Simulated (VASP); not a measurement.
# TiC (Fm-3m) in VASP: further runs

TiC is run at these levels: PBEsol; tasks: single point.

All numbers are computed with VASP 6.6.1; they aren't measurements. Logs are shortened: lines on timing, memory, paths and dates and some standing lists are left out, and cuts for length are marked.

**1. The cell of the first run**

It takes space group Fm-3m (No. 225, cubic). The conventional cell has a = 4.357 Å, b = 4.357 Å, c = 4.357 Å, α = 90.00°, β = 90.00°, γ = 90.00°. Within 2.9 Å of Ti (site symmetry m-3m) lie 6 C at 2.18 Å. C (site symmetry m-3m) has 6 Ti at 2.18 Å within 2.9 Å.

**2. Single point, PBEsol (10.34 Å³/atom)**

Contents of INCAR:

```
PREC     = Accurate       # precision mode
ENCUT    = 520            # plane-wave cutoff, eV
EDIFF    = 1E-6           # SCF threshold, eV
ISMEAR   = -1             # smearing method
SIGMA    = 0.03           # smearing width, eV
LREAL    = False          # projectors in reciprocal space
LASPH    = True           # aspherical terms in the spheres
NELM     = 100            # most SCF steps
ALGO     = Normal         # electronic algorithm
ISIF     = 2              # what is computed and relaxed
LWAVE    = False          # write WAVECAR
LCHARG   = True           # write CHGCAR
GGA      = PS             # functional
LELF     = True           # ELF
LVHAR    = True         
NBANDS   = 15             # bands
```

Contents of KPOINTS:

```
regular mesh
0
Gamma
  16 16 16
```

Contents of POSCAR:

```
TiC
1.0
    0.0000000000      2.1783315435      2.1783315435
    2.1783315435      0.0000000000      2.1783315435
    2.1783315435      2.1783315435      0.0000000000
Ti C
1 1
Direct
    0.0000000000      0.0000000000      0.0000000000
    0.5000000000      0.5000000000      0.5000000000
```

Potentials or basis: VASP PAW PBE potentials, release 64 (Ti_sv, C).

Launch:

```
cat potpaw_PBE.64/Ti_sv/POTCAR potpaw_PBE.64/C/POTCAR > POTCAR
mpirun -np 1 vasp_std > vasp.out
```

OUTCAR:

```text
PREC = Accurate
   ENCUT = 520
   EDIFF = 1E-6
   ISMEAR = -1
   LREAL = False
   LASPH = True
   NELM = 100
   ISIF = 2
   GGA = PS

 ion  position               nearest neighbor table
   1  0.000  0.000  0.000-   2 2.18   2 2.18   2 2.18   2 2.18   2 2.18   2 2.18
   2  0.500  0.500  0.500-   1 2.18   1 2.18   1 2.18   1 2.18   1 2.18   1 2.18

  LATTYP: Found a face centered cubic cell.
 ALAT       =     4.3566630870

  Lattice vectors:

 A1 = (   0.0000000000,   2.1783315435,   2.1783315435)
 A2 = (   2.1783315435,   0.0000000000,   2.1783315435)
 A3 = (   2.1783315435,   2.1783315435,   0.0000000000)

Analysis of symmetry for initial positions (statically):
=====================================================================
 Subroutine PRICEL returns:
 Original cell was already a primitive cell.

 Routine SETGRP: Setting up the symmetry group for a
 face centered cubic supercell.

 Subroutine GETGRP returns: Found 48 space group operations
 (whereof 48 operations were pure point group operations)
 out of a pool of 48 trial point group operations.

The static configuration has the point symmetry O_h .

Analysis of symmetry for dynamics (positions and initial velocities):
=====================================================================
 Subroutine PRICEL returns:
 Original cell was already a primitive cell.

 Routine SETGRP: Setting up the symmetry group for a
 face centered cubic supercell.

 Subroutine GETGRP returns: Found 48 space group operations
 (whereof 48 operations were pure point group operations)
 out of a pool of 48 trial point group operations.

The dynamic configuration has the point symmetry O_h .

 Subroutine INISYM returns: Found 48 space group operations
 (whereof 48 operations are pure point group operations),
 and found     1 'primitive' translations

----------------------------------------------------------------------------------------

                                     Primitive cell

  volume of cell :      20.6729

  direct lattice vectors                    reciprocal lattice vectors
     0.000000000  2.178331544  2.178331544    -0.229533471  0.229533471  0.229533471
     2.178331544  0.000000000  2.178331544     0.229533471 -0.229533471  0.229533471
     2.178331544  2.178331544  0.000000000     0.229533471  0.229533471 -0.229533471

  length of vectors
     3.080626012  3.080626012  3.080626012     0.397563634  0.397563634  0.397563634

  position of ions in fractional coordinates (direct lattice)
     0.000000000  0.000000000  0.000000000
     0.500000000  0.500000000  0.500000000

  ion indices of the primitive-cell ions
   primitive index   ion index
                 1           1
                 2           2

----------------------------------------------------------------------------------------

 KPOINTS: regular mesh

Automatic generation of k-mesh.
 Grid dimensions read from file:
 generate k-points for:   16   16   16

 Generating k-lattice:

  Cartesian coordinates                     Fractional coordinates (reciprocal lattice)
    -0.014345842  0.014345842  0.014345842     0.062500000  0.000000000  0.000000000
     0.014345842 -0.014345842  0.014345842     0.000000000  0.062500000  0.000000000
     0.014345842  0.014345842 -0.014345842     0.000000000  0.000000000  0.062500000

  Length of vectors
     0.024847727  0.024847727  0.024847727

  Shift w.r.t. Gamma in fractional coordinates (k-lattice)
     0.000000000  0.000000000  0.000000000

 Subroutine IBZKPT returns following result:
 ===========================================

 Found    145 irreducible k-points:

 Following reciprocal coordinates:
            Coordinates               Weight
  0.000000  0.000000  0.000000      1.000000
  0.062500  0.000000  0.000000      8.000000
  0.125000  0.000000  0.000000      8.000000
  0.187500  0.000000  0.000000      8.000000
  0.250000  0.000000  0.000000      8.000000
  0.312500  0.000000  0.000000      8.000000
[... 16 lines left out ...]
 -0.125000  0.062500  0.000000     24.000000
 -0.062500  0.062500  0.000000     12.000000
 [... further k-points ...]
   k-points           NKPTS =    145   k-points in BZ     NKDIM =    145   number of bands    NBANDS=     15
   number of dos      NEDOS =    301   number of ions     NIONS =      2
   total plane-waves  NPLWV =  13824
   dimension x,y,z NGX =    24 NGY =   24 NGZ =   24
   dimension x,y,z NGXF=    48 NGYF=   48 NGZF=   48
   ions per type =               1   1
   NGX,Y,Z   is equivalent  to a cutoff of  12.95, 12.95, 12.95 a.u.
   NGXF,Y,Z  is equivalent  to a cutoff of  25.90, 25.90, 25.90 a.u.
 SYSTEM =  unknown system
   PREC   = accura    normal or accurate (medium, high low for compatibility)
   ISTART =      0    job   : 0-new  1-cont  2-samecut
   ICHARG =      2    charge: 1-file 2-atom 10-const
   ISPIN  =      1    spin polarized calculation?
   LNONCOLLINEAR =      F non collinear calculations
   LSORBIT =      F    spin-orbit coupling
   LASPH  =      T    aspherical Exc in radial PAW
   ENCUT  =  520.0 eV  38.22 Ry    6.18 a.u.   5.73  5.73  5.73*2*pi/ulx,y,z
   NELM   =    100;   NELMIN=  2; NELMDL= -5     # of ELM steps
   EDIFF  = 0.1E-05   stopping-criterion for ELM
   LREAL  =      F    real-space projection
   EDIFFG = 0.1E-04   stopping-criterion for IOM
   NSW    =      0    number of steps for IOM
   IBRION =     -1    ionic relax: 0-MD 1-quasi-New 2-CG
   NFREE  =      0    steps in history (QN), initial steepest desc. (CG)
   ISIF   =      2    stress and relaxation
   ISYM   =      2    0-nonsym 1-usesym 2-fastsym
   POTIM  = 0.5000    time-step for ionic-motion
   TEBEG  =    0.0;   TEEND  =   0.0 temperature during run
   PSTRESS=    0.0 pullay stress
   NELECT =      16.0000    total number of electrons
   NUPDOWN=      -1.0000    fix difference up-down
   EMIN   =  10.00;   EMAX   =-10.00  energy-range for DOS
   EFERMI =   0.00;   METHOD = LEGACY
   ISMEAR =    -1;   SIGMA  =   0.03  broadening in eV -4-tet -1-fermi 0-gaus
   EFERMI_NEDOS =   21; number of points for ismear=-14 and -15
   IALGO  =     38    algorithm
   IMIX   =      4    mixing-type and parameters
     AMIX     =   0.40;   BMIX     =  1.00
     AMIX_MAG =   1.60;   BMIX_MAG =  1.00
  volume/ion in A,a.u.               =      10.34        69.75
  Fermi-wavevector in a.u.,A,eV,Ry     =   1.503076  2.840401 30.738778  2.259236
  Thomas-Fermi vector in A             =   2.614233
   LORBIT       =      0    0 simple, 1 ext, 2 COOP (PROOUT), +10 PAW based schemes
   GGA     = PS    functional components
   LHFCALC =     F    Hartree Fock is set to
   AEXX    =    0.0000 exact exchange contribution
   IVDW    =     0    specifies the selected vdW correction
   LEPSILON=     F    determine dielectric tensor
   LRPA    =     F    only Hartree local field effects (RPA)
 non-spin polarized calculation
  energy-cutoff  :      520.00
  volume of cell :       20.67
 maximum number of plane-waves:       568
   NGX = 11   NGY = 11   NGZ = 11

 number of electron      15.9999997 magnetization

 Free energy of the ion-electron system (eV)
  ---------------------------------------------------
  ext. energy  EPLUGINS =         0.00000000
  ---------------------------------------------------
  free energy    TOTEN  =       -19.77285939 eV

  energy without entropy =      -19.77150934  energy(sigma->0) =      -19.77218436

 E-fermi :   9.0847     XC(G=0): -12.7700

 val. band max:        9.0829048480   @ k =  -0.0625   0.0625   0.0000
 cond. band min:       9.0869712959   @ k =   0.1250   0.1250   0.0000
 fundamental gap:      0.0040664479
 Fermi energy:         9.0847207155

 k-point     1 :       0.0000    0.0000    0.0000
  band No.  band energies     occupation
      1     -47.2813      2.00000
      2     -23.4166      2.00000
      3     -23.4166      2.00000
      4     -23.4166      2.00000
      5      -3.1882      2.00000
      6       9.7562      0.00000
      7       9.7562      0.00000
      8       9.7562      0.00000
      9      10.7796      0.00000
     10      10.7796      0.00000
     11      10.7796      0.00000
     12      10.7880      0.00000
     13      10.7880      0.00000
     14      19.3187      0.00000
     15      22.9547      0.00000

 k-point     2 :       0.0625    0.0000    0.0000
  band No.  band energies     occupation
      1     -47.2787      2.00000
      2     -23.4353      2.00000
      3     -23.4183      2.00000
      4     -23.4183      2.00000
      5      -3.1010      2.00000
      6       9.3293      0.00058
      7       9.5689      0.00000
      8       9.5689      0.00000
      9      10.1077      0.00000
     10      10.1077      0.00000
     11      11.0004      0.00000
     12      11.7740      0.00000
     13      11.7740      0.00000
     14      19.4803      0.00000
     15      22.9894      0.00000

 k-point     3 :       0.1250    0.0000    0.0000
  band No.  band energies     occupation
      1     -47.2712      2.00000
      2     -23.4885      2.00000
      3     -23.4234      2.00000
      4     -23.4234      2.00000
      5      -2.8447      2.00000
      6       8.4683      2.00000
      7       8.8268      1.99963
      8       8.8268      1.99963
      9      10.1730      0.00000
     10      10.1730      0.00000
     11      11.3108      0.00000
     12      12.8195      0.00000
     13      12.8195      0.00000
     14      19.8731      0.00000
     15      23.0048      0.00000

 k-point     4 :       0.1875    0.0000    0.0000
  band No.  band energies     occupation
      1     -47.2600      2.00000
      2     -23.5671      2.00000
      3     -23.4310      2.00000
      4     -23.4310      2.00000
      5      -2.4350      2.00000
      6       7.4515      2.00000
      7       8.0801      2.00000
      8       8.0801      2.00000
      9      10.4500      0.00000
     10      10.4500      0.00000
     11      11.5845      0.00000
     12      13.8648      0.00000
     13      13.8648      0.00000
     14      20.1925      0.00000
     15      22.9691      0.00000
[... 307 lines left out ...]
 k-point    22 :      -0.1875    0.0625    0.0000
  band No.  band energies     occupation
      1     -47.2539      2.00000
      2     -23.6001      2.00000
      3     -23.4525      2.00000
      4     -23.4276      2.00000
      5      -2.2060      2.00000
      6       6.9944      2.00000
      7       7.6618      2.00000
      8       7.9073      2.00000
      9      10.3676      0.00000
     10      10.8573      0.00000
     11      11.8440      0.00000
     12      13.6171      0.00000
     13      14.7798      0.00000
     14      20.3317      0.00000
     15      22.9546      0.00000

 k-point    23 :      -0.1250    0.0625    0.0000
  band No.  band energies     occupation
      1     -47.2657      2.00000
      2     -23.5194      2.00000
      3     -23.4410      2.00000
      4     -23.4210      2.00000
      5      -2.6536      2.00000
      6       7.9917      2.00000
      7       8.3290      2.00000
      8       8.5154      2.00000
      9      10.0597      0.00000
     10      10.6100      0.00000
     11      11.6188      0.00000
     12      12.6629      0.00000
     13      13.7724      0.00000
     14      20.1376      0.00000
     15      22.9836      0.00000

 k-point    24 :      -0.0625    0.0625    0.0000
  band No.  band energies     occupation
      1     -47.2744      2.00000
      2     -23.4612      2.00000
      3     -23.4290      2.00000
      4     -23.4177      2.00000
      5      -2.9583      2.00000
      6       8.8823      1.99765
      7       9.0597      1.39424
      8       9.0829      1.03026
      9       9.8653      0.00000
     10      10.4480      0.00000
     11      11.3468      0.00000
     12      11.8872      0.00000
     13      12.7446      0.00000
     14      19.7286      0.00000
     15      23.0207      0.00000

 [... further k-points ...]
[... 5 lines left out ...]
  --------------------------------------------------------------------------------------
  -------------------------------------------------------------------------------------
  Total       -1.3651460     -1.3651460     -1.3651460      0.0000000      0.0000000      0.0000000
  in kB     -105.8005040   -105.8005040   -105.8005040      0.0000000      0.0000000      0.0000000
  external PRESSURE =    -105.8005040 kB  Pullay stress =       0.0000000 kB

 VOLUME and BASIS-vectors are now :
 -----------------------------------------------------------------------------
  energy-cutoff  :      520.00
  volume of cell :       20.67
      direct lattice vectors                 reciprocal lattice vectors
     0.000000000  2.178331544  2.178331544    -0.229533471  0.229533471  0.229533471
     2.178331544  0.000000000  2.178331544     0.229533471 -0.229533471  0.229533471
     2.178331544  2.178331544  0.000000000     0.229533471  0.229533471 -0.229533471

 POSITION                                       TOTAL-FORCE (eV/Angst)
 -----------------------------------------------------------------------------------
      0.00000      0.00000      0.00000        -0.000000     -0.000000     -0.000000
      2.17833      2.17833      2.17833         0.000000      0.000000      0.000000
 -----------------------------------------------------------------------------------
    total drift:                                0.000000     -0.000000     -0.000000

  FREE ENERGIE OF THE ION-ELECTRON SYSTEM (eV)
  ---------------------------------------------------
  free  energy   TOTEN  =       -19.7728593859 eV

  energy  without entropy=      -19.7715093424  energy(sigma->0) =      -19.77218436
```

Run time: 42 s. Hardware: 1 thread of Intel Xeon 8259CL, shared host; peak memory 0.17 GiB.

What came out:

* Free energy: -19.7729 eV
* Pressure: -10.6 GPa
* Band gap on the k mesh: zero (bands 8 and 9 overlap by 1.06 eV)

Caveat: the cell stands under tension; the PAW data sets were made with another functional, which shifts forces and pressure a little.

(Continued in part 2 of 2.)
